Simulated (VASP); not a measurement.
# Ge (R-3m) in VASP: notebook

Ge is run at these levels: r2SCAN; tasks: single point.

All numbers are computed with VASP 6.6.1; they aren't measurements. Logs are shortened: lines on timing, memory, paths and dates and some standing lists are left out, and cuts for length are marked.

**1. The cell of the first run**

The typed cell holds 1 atom: a = 2.680 Å, b = 2.680 Å, c = 2.680 Å, α = 89.94°, β = 89.94°, γ = 89.94°.

**2. Single point, r2SCAN**

File POSCAR:

```
Ge
1.0
    1.8939594813      1.0934780164      1.5489926156
   -1.8939594813      1.0934780164      1.5489926156
    0.0000000000     -2.1869560327      1.5489926156
Ge
1
Direct
    0.5000000000      0.5000000000      0.5000000000
```

File INCAR.step1:

```
PREC = Accurate
ENCUT = 520
ISMEAR = 0
SIGMA = 0.1
LREAL = F
LASPH = T
NELM = 100
NBANDS = 13
GGA = PE
ALGO = Normal
EDIFF = 1E-4
LWAVE = T
LCHARG = F
```

File INCAR.step2:

```
PREC = Accurate
ENCUT = 520
EDIFF = 1E-6
ISMEAR = 0
SIGMA = 0.1
LREAL = F
LASPH = T
NELM = 100
ALGO = Normal
ISIF = 2
LWAVE = F
LCHARG = T
METAGGA = R2SCAN
LMIXTAU = T
LELF = T
LVHAR = T
NBANDS = 13
ISTART = 1
```

File KPOINTS:

```
regular mesh
0
Gamma
  21 21 21
```

Potentials or basis: VASP PAW PBE potentials, release 64 (Ge_d).

Launch:

```console
> cat potpaw_PBE.64/Ge_d/POTCAR > POTCAR
> cp INCAR.step1 INCAR
> mpirun -np 1 vasp_std > vasp.out
> cp INCAR.step2 INCAR
> mpirun -np 1 vasp_std > vasp.out
```

OUTCAR:

```text
PREC = Accurate
   ENCUT = 520
   EDIFF = 1E-6
   ISMEAR = 0
   LREAL = F
   LASPH = T
   NELM = 100
   ISIF = 2
   METAGGA = R2SCAN
   ISTART = 1

 ion  position               nearest neighbor table
   1  0.500  0.500  0.500-

  LATTYP: Found a trigonal (rhomboedric) cell.
 ALAT       =     2.6799542556
 COS(alpha) =     0.0011124487

  Lattice vectors:

 A1 = (   1.8939594813,   1.0934780164,   1.5489926156)
 A2 = (  -1.8939594813,   1.0934780164,   1.5489926156)
 A3 = (   0.0000000000,  -2.1869560327,   1.5489926156)

Analysis of symmetry for initial positions (statically):
=====================================================================
 Subroutine PRICEL returns:
 Original cell was already a primitive cell.

 Routine SETGRP: Setting up the symmetry group for a
 trigonal (rhombohedral) supercell.

 Subroutine GETGRP returns: Found 12 space group operations
 (whereof 12 operations were pure point group operations)
 out of a pool of 12 trial point group operations.

The static configuration has the point symmetry D_3d.

Analysis of symmetry for dynamics (positions and initial velocities):
=====================================================================
 Subroutine PRICEL returns:
 Original cell was already a primitive cell.

 Routine SETGRP: Setting up the symmetry group for a
 trigonal (rhombohedral) supercell.

 Subroutine GETGRP returns: Found 12 space group operations
 (whereof 12 operations were pure point group operations)
 out of a pool of 12 trial point group operations.

The dynamic configuration has the point symmetry D_3d.

 Subroutine INISYM returns: Found 12 space group operations
 (whereof 12 operations are pure point group operations),
 and found     1 'primitive' translations

----------------------------------------------------------------------------------------

                                     Primitive cell

  volume of cell :      19.2478

  direct lattice vectors                    reciprocal lattice vectors
     1.893959481  1.093478016  1.548992616     0.263997200  0.152418854  0.215193623
    -1.893959481  1.093478016  1.548992616    -0.263997200  0.152418854  0.215193623
     0.000000000 -2.186956033  1.548992616     0.000000000 -0.304837709  0.215193623

  length of vectors
     2.679954256  2.679954256  2.679954256     0.373141159  0.373141159  0.373141159

  position of ions in fractional coordinates (direct lattice)
     0.500000000  0.500000000  0.500000000

  ion indices of the primitive-cell ions
   primitive index   ion index
                 1           1

----------------------------------------------------------------------------------------

 KPOINTS: regular mesh

Automatic generation of k-mesh.
 Grid dimensions read from file:
 generate k-points for:   21   21   21

 Generating k-lattice:

  Cartesian coordinates                     Fractional coordinates (reciprocal lattice)
     0.012571295  0.007258041  0.010247315     0.047619048  0.000000000 -0.000000000
    -0.012571295  0.007258041  0.010247315     0.000000000  0.047619048 -0.000000000
     0.000000000 -0.014516081  0.010247315     0.000000000  0.000000000  0.047619048

  Length of vectors
     0.017768627  0.017768627  0.017768627

  Shift w.r.t. Gamma in fractional coordinates (k-lattice)
     0.000000000  0.000000000  0.000000000

 Subroutine IBZKPT returns following result:
 ===========================================

 Found    891 irreducible k-points:

 Following reciprocal coordinates:
            Coordinates               Weight
  0.000000  0.000000  0.000000      1.000000
  0.047619  0.000000  0.000000      6.000000
  0.095238  0.000000  0.000000      6.000000
  0.142857  0.000000  0.000000      6.000000
  0.190476  0.000000  0.000000      6.000000
  0.238095  0.000000  0.000000      6.000000
[... 16 lines left out ...]
 -0.428571  0.047619  0.000000     12.000000
 -0.380952  0.047619 -0.000000     12.000000
 [... further k-points ...]
   k-points           NKPTS =    891   k-points in BZ     NKDIM =    891   number of bands    NBANDS=     13
   number of dos      NEDOS =    301   number of ions     NIONS =      1
   total plane-waves  NPLWV =   8000
   dimension x,y,z NGX =    20 NGY =   20 NGZ =   20
   dimension x,y,z NGXF=    40 NGYF=   40 NGZF=   40
   ions per type =               1
   NGX,Y,Z   is equivalent  to a cutoff of  12.41, 12.41, 12.41 a.u.
   NGXF,Y,Z  is equivalent  to a cutoff of  24.81, 24.81, 24.81 a.u.
 SYSTEM =  unknown system
   PREC   = accura    normal or accurate (medium, high low for compatibility)
   ISTART =      1    job   : 0-new  1-cont  2-samecut
   ICHARG =      0    charge: 1-file 2-atom 10-const
   ISPIN  =      1    spin polarized calculation?
   LNONCOLLINEAR =      F non collinear calculations
   LSORBIT =      F    spin-orbit coupling
   LASPH  =      T    aspherical Exc in radial PAW
   ENCUT  =  520.0 eV  38.22 Ry    6.18 a.u.   4.98  4.98  4.98*2*pi/ulx,y,z
   NELM   =    100;   NELMIN=  2; NELMDL=  0     # of ELM steps
   EDIFF  = 0.1E-05   stopping-criterion for ELM
   LREAL  =      F    real-space projection
   EDIFFG = 0.1E-04   stopping-criterion for IOM
   NSW    =      0    number of steps for IOM
   IBRION =     -1    ionic relax: 0-MD 1-quasi-New 2-CG
   NFREE  =      0    steps in history (QN), initial steepest desc. (CG)
   ISIF   =      2    stress and relaxation
   ISYM   =      2    0-nonsym 1-usesym 2-fastsym
   POTIM  = 0.5000    time-step for ionic-motion
   TEBEG  =    0.0;   TEEND  =   0.0 temperature during run
   PSTRESS=    0.0 pullay stress
   NELECT =      14.0000    total number of electrons
   NUPDOWN=      -1.0000    fix difference up-down
   EMIN   =  10.00;   EMAX   =-10.00  energy-range for DOS
   EFERMI =   0.00;   METHOD = LEGACY
   ISMEAR =     0;   SIGMA  =   0.10  broadening in eV -4-tet -1-fermi 0-gaus
   EFERMI_NEDOS =   21; number of points for ismear=-14 and -15
   IALGO  =     38    algorithm
   IMIX   =      4    mixing-type and parameters
     AMIX     =   0.40;   BMIX     =  1.00
     AMIX_MAG =   1.60;   BMIX_MAG =  1.00
  volume/ion in A,a.u.               =      19.25       129.89
  Fermi-wavevector in a.u.,A,eV,Ry     =   1.472280  2.782206 29.492101  2.167608
  Thomas-Fermi vector in A             =   2.587314
   LORBIT       =      0    0 simple, 1 ext, 2 COOP (PROOUT), +10 PAW based schemes
   METAGGA = R2SCAN    functional components
   LHFCALC =     F    Hartree Fock is set to
   AEXX    =    0.0000 exact exchange contribution
   IVDW    =     0    specifies the selected vdW correction
   LEPSILON=     F    determine dielectric tensor
   LRPA    =     F    only Hartree local field effects (RPA)
 non-spin polarized calculation
 Gauss-broadening in eV      SIGMA  =   0.10
  energy-cutoff  :      520.00
  volume of cell :       19.25
 maximum number of plane-waves:       536
   NGX =  9   NGY =  9   NGZ =  9

 number of electron      13.9999968 magnetization

 Free energy of the ion-electron system (eV)
  ---------------------------------------------------
  ext. energy  EPLUGINS =         0.00000000
  ---------------------------------------------------
  free energy    TOTEN  =       -13.52013180 eV

  energy without entropy =      -13.51764483  energy(sigma->0) =      -13.51888831

 E-fermi :   6.1418     XC(G=0): -12.1076

 val. band max:        6.1394567599   @ k =  -0.4286  -0.4286   0.3333
 cond. band min:       6.1446093414   @ k =  -0.4286   0.4762   0.3333
 fundamental gap:      0.0051525815
 Fermi energy:         6.1418074119

 k-point     1 :       0.0000    0.0000    0.0000
  band No.  band energies     occupation
      1     -19.2844      2.00000
      2     -19.2844      2.00000
      3     -18.9961      2.00000
      4     -18.9961      2.00000
      5     -18.9958      2.00000
      6      -7.4825      2.00000
      7      13.2638      0.00000
      8      13.2638      0.00000
      9      13.2743      0.00000
     10      16.7521      0.00000
     11      16.7521      0.00000
     12      20.1893      0.00000
     13      36.4243      0.00000

 k-point     2 :       0.0476    0.0000    0.0000
  band No.  band energies     occupation
      1     -19.2841      2.00000
      2     -19.2795      2.00000
      3     -18.9978      2.00000
      4     -18.9976      2.00000
      5     -18.9959      2.00000
      6      -7.4345      2.00000
      7      12.4527      0.00000
      8      13.3106      0.00000
      9      13.3177      0.00000
     10      16.7941      0.00000
     11      17.4428      0.00000
     12      20.4354      0.00000
     13      35.0831      0.00000

 k-point     3 :       0.0952    0.0000    0.0000
  band No.  band energies     occupation
      1     -19.2830      2.00000
      2     -19.2652      2.00000
      3     -19.0027      2.00000
      4     -19.0025      2.00000
      5     -18.9955      2.00000
      6      -7.2908      2.00000
      7      10.9010      0.00000
      8      13.4501      0.00000
      9      13.4572      0.00000
     10      16.9198      0.00000
     11      18.4524      0.00000
     12      21.3412      0.00000
     13      33.2745      0.00000

 k-point     4 :       0.1429    0.0000    0.0000
  band No.  band energies     occupation
      1     -19.2814      2.00000
      2     -19.2429      2.00000
      3     -19.0104      2.00000
      4     -19.0101      2.00000
      5     -18.9948      2.00000
      6      -7.0516      2.00000
      7       9.2274      0.00000
      8      13.6791      0.00000
      9      13.6861      0.00000
     10      17.1283      0.00000
     11      19.0989      0.00000
     12      22.9615      0.00000
     13      31.5447      0.00000

 k-point     5 :       0.1905    0.0000    0.0000
  band No.  band energies     occupation
      1     -19.2793      2.00000
      2     -19.2146      2.00000
      3     -19.0201      2.00000
      4     -19.0198      2.00000
      5     -18.9940      2.00000
      6      -6.7181      2.00000
      7       7.5747      0.00000
      8      13.9916      0.00000
      9      13.9986      0.00000
     10      17.4177      0.00000
     11      19.5607      0.00000
     12      24.9376      0.00000
     13      29.9162      0.00000
[... 257 lines left out ...]
 k-point    22 :      -0.4762    0.0476   -0.0000
  band No.  band energies     occupation
      1     -19.2646      2.00000
      2     -19.0731      2.00000
      3     -19.0704      2.00000
      4     -19.0652      2.00000
      5     -18.9914      2.00000
      6      -3.4219      2.00000
      7       0.2320      2.00000
      8      15.6979      0.00000
      9      16.4482      0.00000
     10      20.5891      0.00000
     11      21.3809      0.00000
     12      23.4700      0.00000
     13      23.6136      0.00000

 k-point    23 :      -0.4286    0.0476    0.0000
  band No.  band energies     occupation
      1     -19.2653      2.00000
      2     -19.0748      2.00000
      3     -19.0698      2.00000
      4     -19.0671      2.00000
      5     -18.9917      2.00000
      6      -3.8736      2.00000
      7       0.8850      2.00000
      8      15.4390      0.00000
      9      16.2145      0.00000
     10      20.2535      0.00000
     11      21.5499      0.00000
     12      23.4922      0.00000
     13      24.0342      0.00000

 k-point    24 :      -0.3810    0.0476   -0.0000
  band No.  band energies     occupation
      1     -19.2667      2.00000
      2     -19.0930      2.00000
      3     -19.0635      2.00000
      4     -19.0609      2.00000
      5     -18.9922      2.00000
      6      -4.5022      2.00000
      7       1.9152      2.00000
      8      15.0162      0.00000
      9      15.8197      0.00000
     10      19.7549      0.00000
     11      21.5479      0.00000
     12      23.8048      0.00000
     13      24.8034      0.00000

 [... further k-points ...]
[... 5 lines left out ...]
  --------------------------------------------------------------------------------------
  -------------------------------------------------------------------------------------
  Total        0.0001756      0.0001756     -0.0050663     -0.0000000     -0.0000000     -0.0000000
  in kB        0.0146138      0.0146138     -0.4217184     -0.0000000     -0.0000000     -0.0000000
  external PRESSURE =      -0.1308303 kB  Pullay stress =       0.0000000 kB

 VOLUME and BASIS-vectors are now :
 -----------------------------------------------------------------------------
  energy-cutoff  :      520.00
  volume of cell :       19.25
      direct lattice vectors                 reciprocal lattice vectors
     1.893959481  1.093478016  1.548992616     0.263997200  0.152418854  0.215193623
    -1.893959481  1.093478016  1.548992616    -0.263997200  0.152418854  0.215193623
     0.000000000 -2.186956033  1.548992616     0.000000000 -0.304837709  0.215193623

 POSITION                                       TOTAL-FORCE (eV/Angst)
 -----------------------------------------------------------------------------------
      0.00000      0.00000      2.32349         0.000000     -0.000000     -0.000000
 -----------------------------------------------------------------------------------
    total drift:                               -0.000000      0.000000      0.000000

  FREE ENERGIE OF THE ION-ELECTRON SYSTEM (eV)
  ---------------------------------------------------
  free  energy   TOTEN  =       -13.5201318020 eV

  energy  without entropy=      -13.5176448263  energy(sigma->0) =      -13.51888831
```

Wall time 6.8 min (1 thread of Intel Xeon Platinum 8259CL at 2.50GHz (Skylake/Cascade Lake), shared host); peak memory 0.3 GiB.

Results:

| Item | Value |
| --- | --- |
| Free energy | -13.5201 eV |
| Pressure | 0.0 GPa |
| Band gap on the k mesh | zero (band 7 reaches 13.26 eV, above the bottom of band 8 at 3.47 eV) |

Caveat: the PAW data sets were made with another functional, which shifts forces and pressure a little.

**3. Single point, r2SCAN**

This run uses another cell than the first one: it holds 2 atoms, not 1.

File POSCAR:

```
Ge
1.0
    1.8843690054      1.0879409525      3.1457972140
   -1.8843690054      1.0879409525      3.1457972140
    0.0000000000     -2.1758819050      3.1457972140
Ge
2
Direct
    0.2500114527      0.2500114527      0.2500114527
    0.7499885473      0.7499885473      0.7499885473
```

File INCAR.step1:

```
PREC = Accurate
ENCUT = 520
ISMEAR = 0
SIGMA = 0.1
LREAL = False
LASPH = True
NELM = 100
NBANDS = 21
GGA = PE
ALGO = Normal
EDIFF = 1E-4
LWAVE = True
LCHARG = False
```

File INCAR.step2:

```
PREC = Accurate
ENCUT = 520
EDIFF = 1E-7
ISMEAR = 0
SIGMA = 0.1
LREAL = False
LASPH = True
NELM = 100
ALGO = Normal
ISIF = 2
LWAVE = False
LCHARG = False
METAGGA = R2SCAN
LMIXTAU = True
NBANDS = 21
ISTART = 1
```

File KPOINTS:

```
regular mesh
0
Gamma
  6 6 6
```

Potentials or basis: VASP PAW PBE potentials, release 64 (Ge_d).

Launch:

```console
> cat potpaw_PBE.64/Ge_d/POTCAR > POTCAR
> cp INCAR.step1 INCAR
> mpirun -np 1 vasp_std > vasp.out
> cp INCAR.step2 INCAR
> mpirun -np 1 vasp_std > vasp.out
```

OUTCAR:

```text
PREC = Accurate
   ENCUT = 520
   EDIFF = 1E-7
   ISMEAR = 0
   LREAL = False
   LASPH = True
   NELM = 100
   ISIF = 2
   METAGGA = R2SCAN
   ISTART = 1

 ion  position               nearest neighbor table
   1  0.250  0.250  0.250-   2 2.68   2 2.68   2 2.68   2 2.68   2 2.68   2 2.68
   2  0.750  0.750  0.750-   1 2.68   1 2.68   1 2.68   1 2.68   1 2.68   1 2.68

  LATTYP: Found a trigonal (rhomboedric) cell.
 ALAT       =     3.8249839446
 COS(alpha) =     0.5145967643

  Lattice vectors:

 A1 = (   1.8843690054,   1.0879409525,   3.1457972140)
[... 190 lines left out ...]
      5     -19.2145      2.00000
      6     -19.0514      2.00000
[... 565 lines left out ...]
     20      18.3435      0.00000
     21      22.4224      0.00000

 [... further k-points ...]
[... 5 lines left out ...]
  --------------------------------------------------------------------------------------
  -------------------------------------------------------------------------------------
  Total       -0.0288380     -0.0288380      0.0042896      0.0000000      0.0000000      0.0000000
  in kB       -1.1940514     -1.1940514      0.1776113      0.0000000      0.0000000      0.0000000
  external PRESSURE =      -0.7368305 kB  Pullay stress =       0.0000000 kB

 VOLUME and BASIS-vectors are now :
 -----------------------------------------------------------------------------
  energy-cutoff  :      520.00
  volume of cell :       38.69
      direct lattice vectors                 reciprocal lattice vectors
     1.884369005  1.087940952  3.145797214     0.265340811  0.153194589  0.105961482
    -1.884369005  1.087940952  3.145797214    -0.265340811  0.153194589  0.105961482
     0.000000000 -2.175881905  3.145797214     0.000000000 -0.306389177  0.105961482

 POSITION                                       TOTAL-FORCE (eV/Angst)
 -----------------------------------------------------------------------------------
      0.00000      0.00000      2.35946         0.000000      0.000000     -0.000901
      0.00000      0.00000      7.07794         0.000000      0.000000      0.000901
 -----------------------------------------------------------------------------------
    total drift:                                0.000000      0.000000     -0.000000

  FREE ENERGIE OF THE ION-ELECTRON SYSTEM (eV)
  ---------------------------------------------------
  free  energy   TOTEN  =       -27.0066753624 eV

  energy  without entropy=      -27.0014649400  energy(sigma->0) =      -27.00407015
```

Wall time 92 s (1 thread of Intel Xeon Platinum 8259CL at 2.50GHz (Skylake/Cascade Lake), shared host); peak memory 0.17 GiB.

What came out:

* Free energy: -27.0067 eV
* Pressure: -0.1 GPa
* Band gap on the k mesh: zero (band 14 reaches 7.81 eV, above the bottom of band 15 at 3.41 eV)

Stress tensor (GPa, compression positive):
```
-0.12  0.00  0.00
 0.00 -0.12  0.00
 0.00  0.00  0.02
```

Caveat: the PAW data sets were made with another functional, which shifts forces and pressure a little.
